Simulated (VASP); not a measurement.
# Sn (P6/mmm) in VASP: notebook, part 2 of 2

VASP 6.6.1.

**3. Single point, PBE**

This run uses another cell than the first one: it holds 1 atom, not 3.

INCAR

```
SYSTEM = Sn
PREC     = Accurate       ! precision mode
ENCUT    = 500            ! plane-wave cutoff, eV
EDIFF    = 1E-6           ! SCF threshold, eV
ISMEAR   = 0              ! smearing method
SIGMA    = 0.1            ! smearing width, eV
LREAL    = .FALSE.        ! projectors in reciprocal space
LASPH    = .TRUE.         ! aspherical terms in the spheres
NELM     = 120            ! most SCF steps
ALGO     = Normal         ! electronic algorithm
ISIF     = 2              ! what is computed and relaxed
LWAVE    = .FALSE.        ! write WAVECAR
LCHARG   = .FALSE.        ! write CHGCAR
GGA      = PE             ! functional
NBANDS   = 13             ! bands
GGA_COMPAT= .FALSE.
```

KPOINTS

```
Automatic mesh
0
G
  6 6 6
  0 0 0
```

POSCAR

```
Sn
1.0
    3.2332666316      0.0000000000      0.0000000000
   -1.6166333158      2.8000910401      0.0000000000
    0.0000000000      0.0000000000      3.1694374202
Sn
1
Direct
    0.0000000000      0.0000000000      0.0000000000
```

Potentials or basis: VASP PAW PBE potentials, release 64 (Sn_d).

Started as:

```bash
$ cat potpaw_PBE.64/Sn_d/POTCAR > POTCAR
$ mpirun -np 1 vasp_std > vasp.out
```

OUTCAR:

```text
SYSTEM = Sn
   PREC = Accurate
   ENCUT = 500
   EDIFF = 1E-6
   ISMEAR = 0
   LREAL = .FALSE.
   LASPH = .TRUE.
   NELM = 120
   ISIF = 2
   GGA = PE

 ion  position               nearest neighbor table
   1  0.000  0.000  0.000-

  LATTYP: Found a hexagonal cell.
 ALAT       =     3.2332666316
 C/A-ratio  =     0.9802585995

  Lattice vectors:

 A1 = (   3.2332666316,   0.0000000000,   0.0000000000)
 A2 = (  -1.6166333158,   2.8000910401,   0.0000000000)
 A3 = (   0.0000000000,   0.0000000000,   3.1694374202)

Analysis of symmetry for initial positions (statically):
=====================================================================
 Subroutine PRICEL returns:
 Original cell was already a primitive cell.

 Routine SETGRP: Setting up the symmetry group for a
 hexagonal supercell.

 Subroutine GETGRP returns: Found 24 space group operations
 (whereof 24 operations were pure point group operations)
 out of a pool of 24 trial point group operations.

The static configuration has the point symmetry D_6h.

Analysis of symmetry for dynamics (positions and initial velocities):
[... 167 lines left out ...]
      1     -14.2611      2.00000
      2     -14.1189      2.00000
      3     -14.1189      2.00000
      4     -13.9531      2.00000
      5     -13.9531      2.00000
      6      -3.4313      2.00000
      7      11.6683      0.00000
      8      14.6273      0.00000
      9      14.6273      0.00000
     10      15.1847      0.00000
     11      18.4811      0.00000
     12      19.4374      0.00000
     13      19.4374      0.00000
[... 354 lines left out ...]
  band No.  band energies     occupation
      1     -14.1560      2.00000
      2     -14.1123      2.00000
      3     -14.0442      2.00000
      4     -13.9603      2.00000
      5     -13.9086      2.00000
      6       1.3451      2.00000
      7       4.7352      2.00000
      8       8.4135      0.00000
      9      12.6384      0.00000
     10      13.7198      0.00000
     11      17.9147      0.00000
     12      18.3325      0.00000
     13      19.4195      0.00000

 [... further k-points ...]

------------------------ aborting loop because EDIFF is reached ----------------------------------------

  FORCE on cell =-STRESS in cart. coord.  units (eV):
  Direction    XX          YY          ZZ          XY          YZ          ZX
  --------------------------------------------------------------------------------------
  -------------------------------------------------------------------------------------
  Total       -0.0341034     -0.0341034      0.0531548      0.0000000     -0.0000000      0.0000000
  in kB       -1.9041984     -1.9041984      2.9679549      0.0000000     -0.0000000      0.0000000
  external PRESSURE =      -0.2801473 kB  Pullay stress =       0.0000000 kB

 VOLUME and BASIS-vectors are now :
 -----------------------------------------------------------------------------
  energy-cutoff  :      500.00
  volume of cell :       28.69
      direct lattice vectors                 reciprocal lattice vectors
     3.233266632  0.000000000  0.000000000     0.309284731  0.178565623  0.000000000
    -1.616633316  2.800091040  0.000000000     0.000000000  0.357131245  0.000000000
     0.000000000  0.000000000  3.169437420     0.000000000  0.000000000  0.315513407

 POSITION                                       TOTAL-FORCE (eV/Angst)
 -----------------------------------------------------------------------------------
      0.00000      0.00000      0.00000         0.000000      0.000000      0.000000
 -----------------------------------------------------------------------------------
    total drift:                                0.000000     -0.000000      0.000000

  FREE ENERGIE OF THE ION-ELECTRON SYSTEM (eV)
  ---------------------------------------------------
  free  energy   TOTEN  =        -3.8451659916 eV

  energy  without entropy=       -3.8431956867  energy(sigma->0) =       -3.84418084
```

stdout:

```text
POSCAR found type information on POSCAR Sn
 POSCAR found :  1 types and       1 ions
 scaLAPACK will be used
 LDA part: xc-table for (Slater+PW92), standard interpolation
 POSCAR, INCAR and KPOINTS ok, starting setup
 FFT: planning ... GRIDC
 FFT: planning ... GRID_SOFT
 FFT: planning ... GRID
 WAVECAR not read
 entering main loop
```

Run time: 11 s. Hardware: 1 thread of Intel Xeon 8259CL, shared host; peak memory 0.14 GiB.

Results:

- Free energy: -3.8452 eV
- Pressure: 0.0 GPa
- Band gap on the k mesh: zero (bands 7 and 8 overlap by 6.87 eV)

Stress tensor (GPa, compression positive):
```
-0.19  0.00  0.00
 0.00 -0.19  0.00
 0.00  0.00  0.30
```

Caveat: the k points lie up to 0.37 Å⁻¹ apart, too coarse for converged energies and pressures of a metal; spin-orbit coupling is left out, which moves the levels of the heavy elements.

**4. Single point, PBE**

This run uses another cell than the first one: it holds 1 atom, not 3.

INCAR

```
SYSTEM = Sn
PREC     = Accurate       ! precision mode
ENCUT    = 500            ! plane-wave cutoff, eV
EDIFF    = 1E-6           ! SCF threshold, eV
ISMEAR   = 0              ! smearing method
SIGMA    = 0.1            ! smearing width, eV
LREAL    = .False.        ! projectors in reciprocal space
LASPH    = .True.         ! aspherical terms in the spheres
NELM     = 120            ! most SCF steps
ALGO     = Normal         ! electronic algorithm
ISIF     = 2              ! what is computed and relaxed
LWAVE    = .False.        ! write WAVECAR
LCHARG   = .False.        ! write CHGCAR
GGA      = PE             ! functional
NBANDS   = 13             ! bands
GGA_COMPAT= .False.
```

KPOINTS

```
regular mesh
0
Gamma
  6 6 6
  0 0 0
```

POSCAR

```
Sn
1.0
    3.5443363559      0.0000000000      0.0000000000
   -1.7721681779      3.0694853237      0.0000000000
    0.0000000000      0.0000000000      3.3117392825
Sn
1
Direct
    0.0000000000      0.0000000000      0.0000000000
```

Started as:

```bash
$ cat potpaw_PBE.64/Sn_d/POTCAR > POTCAR
$ mpirun -np 1 vasp_std > vasp.out
```

It took 17 s on 1 thread of Intel Xeon 8259CL, shared host; peak memory 0.15 GiB.

Results (log left out):

| Property | Result |
| --- | --- |
| Free energy | -3.6311 eV |
| Pressure | -6.6 GPa |
| Band gap on the k mesh | zero (bands 7 and 8 overlap by 6.30 eV) |

Stress tensor (GPa, compression positive):
```
-8.36  0.00  0.00
 0.00 -8.36  0.00
 0.00  0.00 -2.97
```

Levels at points of the mesh, in eV from the Fermi level:
```csv
k point,band 5,band 6,band 7,band 8,band 9,band 10
"(0.00, 0.00, 0.00)",-21.44,-9.48,4.30,5.13,5.13,7.67
"(0.50, 0.00, 0.00)",-21.44,-6.74,-3.41,2.59,6.03,6.60
"(0.00, 0.00, 0.50)",-21.45,-7.30,-3.63,6.93,6.93,11.01
"(0.50, 0.00, 0.50)",-21.39,-4.42,-1.54,-1.27,3.26,4.37
```

Caveat: the stress differs along the axes, from -8 to -3 GPa; spin-orbit coupling is left out, which moves the levels of the heavy elements.

**5. Relaxation of cell and atoms, PBE**

This run uses another cell than the first one: it holds 1 atom, not 3.

INCAR

```
PREC = Accurate
ENCUT = 500
EDIFF = 1E-7
ISMEAR = 0
SIGMA = 0.1
LREAL = F
LASPH = T
NELM = 120
ALGO = Normal
ISIF = 3
LWAVE = F
LCHARG = F
GGA = PE
IBRION = 2
NSW = 90
EDIFFG = -0.04
GGA_COMPAT = F
NELMIN = 4
```

KPOINTS

```
Automatic mesh
0
Gamma
  6 6 6
```

POSCAR is that of step 4.

Started as:

```bash
$ cat potpaw_PBE.64/Sn_d/POTCAR > POTCAR
$ mpirun -np 1 vasp_std > vasp.out
```

It took 58 s on 1 thread of Intel Xeon 8259CL, shared host; peak memory 0.15 GiB.

It converged, with:

```yaml
Free_energy: -3.8472 eV
Relaxed_volume: 28.75 Å³/atom
Relaxed_cell: a = 3.233 Å, b = 3.233 Å, c = 3.176 Å, α = 90.00°, β = 90.00°, γ = 120.00°
Space_group_after_relaxing_to_0.1_Å: P6/mmm (No. 191)
Energy_gained_by_relaxing: 216.1 meV/atom
Ionic_steps: 5
Pressure_after_relaxing: -0.1 GPa
Band_gap_on_the_k_mesh: zero (bands 7 and 8 overlap by 6.80 eV)
```

Step by step:
| step | energy change (eV) | largest force (eV/Å) | pressure (GPa) | volume (Å³) |
| --- | --- | --- | --- | --- |
| 1 | 0.0000 | 0.0000 | -6.58 | 36.03 |
| 2 | -0.2146 | 0.0000 | -0.02 | 28.82 |
| 3 | -0.2148 | 0.0000 | -0.29 | 28.97 |
| 4 | -0.2160 | 0.0000 | 0.02 | 28.68 |
| 5 | -0.2161 | 0.0000 | -0.06 | 28.75 |

Final structure:
```yaml
crystal:
  lattice:
    - [3.23290, 0.00000, 0.00000]
    - [-1.61645, 2.79977, 0.00000]
    - [0.00000, 0.00000, 3.17634]
  atoms:
    - { symbol: Sn, position: [0.00000, 0.00000, 0.00000] }
```

Levels at points of the mesh, in eV from the Fermi level:
| k point | band 3 | band 4 | band 5 | band 6 | band 7 | band 8 | band 9 | band 10 | band 11 |
| --- | --- | --- | --- | --- | --- | --- | --- | --- | --- |
| (0.00, 0.00, 0.00) | -21.89 | -21.73 | -21.73 | -11.19 | 3.84 | 6.87 | 6.87 | 7.36 | 10.72 |
| (0.50, 0.00, 0.00) | -21.81 | -21.75 | -21.69 | -7.08 | -4.79 | 3.17 | 6.76 | 7.32 | 10.83 |
| (0.00, 0.00, 0.50) | -21.81 | -21.80 | -21.80 | -8.63 | -5.04 | 9.19 | 9.19 | 12.44 | 12.58 |
| (0.50, 0.00, 0.50) | -21.82 | -21.68 | -21.64 | -4.25 | -2.73 | -1.74 | 2.65 | 5.27 | 9.82 |

Caveat: the volume moved by over 15 % at a fixed basis, so the end points are rough; spin-orbit coupling is left out, which moves the levels of the heavy elements.

**6. The runs side by side**

```tsv
task	cell	k mesh	gap on the mesh (eV)	pressure (GPa)	relaxed volume (Å³/atom)
relaxation of cell and atoms	relaxed from a = 5.490, b = 5.490, c = 3.212 Å, angles 90.0, 90.0, 120.0°, 3 atoms, atomic positions A	12 × 12 × 14	none	0.0	27.79
single point	a = 3.233, b = 3.233, c = 3.169 Å, angles 90.0, 90.0, 120.0°, 1 atom, atomic positions B	6 × 6 × 6	none	0.0	-
single point	a = 3.544, b = 3.544, c = 3.312 Å, angles 90.0, 90.0, 120.0°, 1 atom, atomic positions B	6 × 6 × 6	none	-6.6	-
relaxation of cell and atoms	relaxed from a = 3.544, b = 3.544, c = 3.312 Å, angles 90.0, 90.0, 120.0°, 1 atom, atomic positions B	6 × 6 × 6	none	-0.1	28.75
```

Alike in all rows: level PBE; potentials or basis VASP PAW PBE potentials, release 64 (Sn_d); no spin polarisation; cutoff (eV) 500; smearing gaussian 0.1 eV.

Caveats: some runs use coarse meshes; spin-orbit coupling is left out, which moves the levels of the heavy elements; the stress differs along the axes, from -8 to -3 GPa (at least some runs); the volume moved by over 15 % at a fixed basis, so the end points are rough (at least some runs).

Total energies depend on the potentials used, so only differences within one code and one set of settings carry meaning.
